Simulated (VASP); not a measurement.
A run of VASP 6.6.1:

The input INCAR:

```
  PREC = Accurate
  ENCUT = 520
  EDIFF = 1E-6
  ISMEAR = 0
  SIGMA = 0.1
  LREAL = False
  LASPH = True
  NELM = 60
  ALGO = Normal
  ISIF = 2
  LWAVE = False
  LCHARG = False
  GGA = PE
  NBANDS = 14
```

Contents of KPOINTS:

```
regular mesh
0
Gamma
  8 8 8
```

The input POSCAR:

```
Rh
1.0
    0.0000000000      1.9173976653      1.9173976653
    1.9173976653      0.0000000000      1.9173976653
    1.9173976653      1.9173976653      0.0000000000
Rh
1
Direct
    0.0000000000      0.0000000000      0.0000000000
```

Potentials or basis: VASP PAW PBE potentials, release 64 (Rh_pv).

Launch:

```sh
$ cat potpaw_PBE.64/Rh_pv/POTCAR > POTCAR
$ mpirun -np 1 vasp_std > vasp.out
```

Hardware: 1 thread of Intel Xeon 6975P-C, with other jobs on the host.

Problem. Estimate the wall time of this run.

Solution. It took 3 s on 1 thread of Intel Xeon 6975P-C, with other jobs on the host, peak memory 0.12 GiB. Counts: scf iterations 11, k points 29.
